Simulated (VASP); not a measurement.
# LiCl (Immm) in VASP: a series of runs, part 2 of 2

VASP 6.6.1. The steps go on from the part before.

### Step 3. Single point, LDA (strain +0.0300 x Voigt [0, 0, 0, 0, 1, 0])

Contents of INCAR:

```
SYSTEM = LiCl
ALGO     = Normal         ! electronic algorithm
EDIFF    = 1E-6           ! SCF threshold, eV
ENCUT    = 520            ! plane-wave cutoff, eV
ISIF     = 2              ! what is computed and relaxed
ISMEAR   = 0              ! smearing method
LASPH    = .True.         ! aspherical terms in the spheres
LCHARG   = .False.        ! write CHGCAR
LREAL    = .False.        ! projectors in reciprocal space
LWAVE    = .False.        ! write WAVECAR
NBANDS   = 12             ! bands
NELM     = 80             ! most SCF steps
PREC     = Accurate       ! precision mode
SIGMA    = 0.05           ! smearing width, eV
```

Contents of KPOINTS:

```
k-points
0
Gamma
  8 8 8
  0 0 0
```

Contents of POSCAR:

```
LiCl
1.0
    0.0384714000      2.5647600000      2.5647600000
    2.6032314000      0.0000000000      2.6032314000
    2.5647600000      2.5647600000      0.0384714000
Li Cl
1 1
Direct
    0.0000000000      0.0000000000      0.0000000000
    0.5000000000      0.5000000000      0.5000000000
```

Potentials or basis: VASP PAW LDA potentials, release 64 (Li_sv, Cl).

Run with:

```sh
> cat potpaw_LDA.64/Li_sv/POTCAR potpaw_LDA.64/Cl/POTCAR > POTCAR
> mpirun -np 1 vasp_std > vasp.out
```

OUTCAR:

```text
SYSTEM = LiCl
   EDIFF = 1E-6
   ENCUT = 520
   ISIF = 2
   ISMEAR = 0
   LASPH = .True.
   LREAL = .False.
   NELM = 80
   PREC = Accurate

 ion  position               nearest neighbor table
   1  0.000  0.000  0.000-   2 2.56   2 2.56   2 2.57   2 2.57   2 2.57   2 2.57
   2  0.500  0.500  0.500-   1 2.56   1 2.56   1 2.57   1 2.57   1 2.57   1 2.57

  LATTYP: Found a body centered orthorhombic cell.
 ALAT       =     3.5727116006
 B/A-ratio  =     1.0304568528
 C/A-ratio  =     1.4357498095

  Lattice vectors:

 A1 = (   0.0384714000,  -2.5647600000,   2.5647600000)
 A2 = (  -0.0384714000,  -2.5647600000,  -2.5647600000)
 A3 = (   2.5647600000,   2.5647600000,   0.0384714000)

Analysis of symmetry for initial positions (statically):
=====================================================================
 Subroutine PRICEL returns:
 Original cell was already a primitive cell.

 Routine SETGRP: Setting up the symmetry group for a
 body centered orthorhombic supercell.

 Subroutine GETGRP returns: Found  8 space group operations
 (whereof  8 operations were pure point group operations)
 out of a pool of  8 trial point group operations.

[... 176 lines left out ...]
      6       6.4566      0.00000
      7      11.9438      0.00000
      8      12.1970      0.00000
      9      12.4483      0.00000
     10      14.5164      0.00000
     11      14.5483      0.00000
     12      14.6302      0.00000
[... 331 lines left out ...]
 k-point    24 :       0.2500    0.3750   -0.0000
  band No.  band energies     occupation
      1     -42.0128      2.00000
      2     -12.3149      2.00000
      3      -1.7208      2.00000
      4      -0.4511      2.00000
      5      -0.2959      2.00000
      6       8.7407      0.00000
      7       9.5413      0.00000
      8      10.1844      0.00000
      9      12.4024      0.00000
     10      13.5717      0.00000
     11      17.0635      0.00000
     12      18.7072      0.00000

 [... further k-points ...]

------------------------ aborting loop because EDIFF is reached ----------------------------------------

  FORCE on cell =-STRESS in cart. coord.  units (eV):
  Direction    XX          YY          ZZ          XY          YZ          ZX
  --------------------------------------------------------------------------------------
  -------------------------------------------------------------------------------------
  Total       -0.6907687     -0.6993478     -0.6907687     -0.0000000      0.0000000     -0.1505540
  in kB      -32.8073205    -33.2147786    -32.8073205     -0.0000000      0.0000000     -7.1504005
  external PRESSURE =     -32.9431399 kB  Pullay stress =       0.0000000 kB

 VOLUME and BASIS-vectors are now :
 -----------------------------------------------------------------------------
  energy-cutoff  :      520.00
  volume of cell :       33.73
      direct lattice vectors                 reciprocal lattice vectors
     0.038471400  2.564760000  2.564760000    -0.197918797  0.194950015  0.197918797
     2.603231400  0.000000000  2.603231400     0.192068980 -0.194950015  0.192068980
     2.564760000  2.564760000  0.038471400     0.197918797  0.194950015 -0.197918797

 POSITION                                       TOTAL-FORCE (eV/Angst)
 -----------------------------------------------------------------------------------
      0.00000      0.00000      0.00000         0.000000      0.000000     -0.000000
      2.60323      2.56476      2.60323        -0.000000     -0.000000      0.000000
 -----------------------------------------------------------------------------------
    total drift:                                0.000000      0.000000      0.000000

  FREE ENERGIE OF THE ION-ELECTRON SYSTEM (eV)
  ---------------------------------------------------
  free  energy   TOTEN  =        -8.0599434887 eV

  energy  without entropy=       -8.0599434887  energy(sigma->0) =       -8.05994349
```

stdout:

```text
POSCAR found type information on POSCAR LiCl
 POSCAR found :  2 types and       2 ions
 scaLAPACK will be used
 LDA part: xc-table for (Slater(with rela. corr.)+CA(PZ))
 , standard interpolation
 POSCAR, INCAR and KPOINTS ok, starting setup
 FFT: planning ... GRIDC
 FFT: planning ... GRID_SOFT
 FFT: planning ... GRID
 WAVECAR not read
 entering main loop
```

Wall time 17 s (1 thread of Intel Xeon Platinum 8488C (Sapphire Rapids), shared host); peak memory 0.15 GiB.

Results:

| Item | Value |
| --- | --- |
| Free energy | -8.0599 eV |
| Band gap on the k mesh | 5.91 eV, direct |

Levels at points of the mesh, in eV from the valence-band top:
```csv
k point,band 3,band 4,band 5,band 6,band 7,band 8
"(0.00, 0.00, 0.00)",-0.18,-0.10,0.00,5.91,11.39,11.65
"(0.50, 0.00, 0.00)",-2.98,-0.43,-0.37,6.24,8.92,9.11
"(0.00, 0.50, 0.00)",-3.01,-0.34,-0.27,6.39,9.13,9.33
"(0.50, 0.50, 0.00)",-3.09,-1.23,-1.23,7.54,7.91,11.97
"(0.50, 0.00, 0.50)",-3.09,-1.37,-1.09,7.48,7.97,12.00
```

Caveat: the cell differs from its parent crystal (strain +0.0300 x Voigt [0, 0, 0, 0, 1, 0]); the cutoff is under 1.25 times the usual one of these potentials, so pressure, stress and relaxed cells hold a basis-set (Pulay) error. A k mesh can miss the band edges.

### Step 4. Single point, LDA (strain -0.0200 x Voigt [0, 0, 0, 0, 1, 0])

Contents of INCAR:

```
PREC = Accurate
ENCUT = 520
EDIFF = 1E-6
ISMEAR = 0
SIGMA = 0.05
LREAL = F
LASPH = T
NELM = 80
ALGO = Normal
ISIF = 2
LWAVE = F
LCHARG = F
NBANDS = 12
```

Contents of KPOINTS:

```
Automatic mesh
0
Gamma
  8 8 8
```

Contents of POSCAR:

```
LiCl
1.0
   -0.0256476000      2.5647600000      2.5647600000
    2.5391124000      0.0000000000      2.5391124000
    2.5647600000      2.5647600000     -0.0256476000
Li Cl
1 1
Direct
    0.0000000000      0.0000000000      0.0000000000
    0.5000000000      0.5000000000      0.5000000000
```

Run with:

```sh
> cat potpaw_LDA.64/Li_sv/POTCAR potpaw_LDA.64/Cl/POTCAR > POTCAR
> mpirun -np 1 vasp_std > vasp.out
```

It took 16 s on 1 thread of Intel Xeon Platinum 8488C (Sapphire Rapids), shared host; peak memory 0.15 GiB.

Results (log left out):

| Quantity | Value |
| --- | --- |
| Free energy | -8.0611 eV |
| Band gap on the k mesh | 5.94 eV, direct |

Levels at points of the mesh, in eV from the valence-band top:
| k point | band 2 | band 3 | band 4 | band 5 | band 6 | band 7 | band 8 | band 9 |
| --- | --- | --- | --- | --- | --- | --- | --- | --- |
| (0.00, 0.00, 0.00) | -13.39 | -0.12 | -0.06 | 0.00 | 5.94 | 11.51 | 11.68 | 11.84 |
| (0.50, 0.00, 0.00) | -12.82 | -2.97 | -0.31 | -0.27 | 6.40 | 9.16 | 9.29 | 12.52 |
| (0.00, 0.50, 0.00) | -12.78 | -2.95 | -0.37 | -0.33 | 6.30 | 9.02 | 9.15 | 12.68 |
| (0.50, 0.50, 0.00) | -12.54 | -3.06 | -1.20 | -1.20 | 7.57 | 7.94 | 12.02 | 13.66 |
| (0.50, 0.00, 0.50) | -12.54 | -3.06 | -1.29 | -1.11 | 7.55 | 7.97 | 12.03 | 13.62 |

Caveat: the cell differs from its parent crystal (strain -0.0200 x Voigt [0, 0, 0, 0, 1, 0]); the cutoff is under 1.25 times the usual one of these potentials, so pressure, stress and relaxed cells hold a basis-set (Pulay) error. A k mesh can miss the band edges.

### Step 5. The runs side by side

| cell | gap on the mesh (eV) |
| --- | --- |
| a = 3.627, b = 3.555 Å, angles 60.7, 61.3, 60.7°, 2 atoms | 5.87 |
| a = 3.627, b = 3.682 Å, angles 59.5, 59.0, 59.5°, 2 atoms | 5.91 |
| a = 3.627, b = 3.591 Å, angles 60.3, 60.7, 60.3°, 2 atoms | 5.94 |

Alike in all rows: task single point; level LDA; potentials or basis VASP PAW LDA potentials, release 64 (Li_sv, Cl); no spin polarisation; k mesh 8 × 8 × 8; cutoff (eV) 520; smearing gaussian 0.05 eV.

Caveats: the cutoff is under 1.25 times the usual one of these potentials, so pressure, stress and relaxed cells hold a basis-set (Pulay) error.

Absolute energies hang on the potentials; compare differences alone.
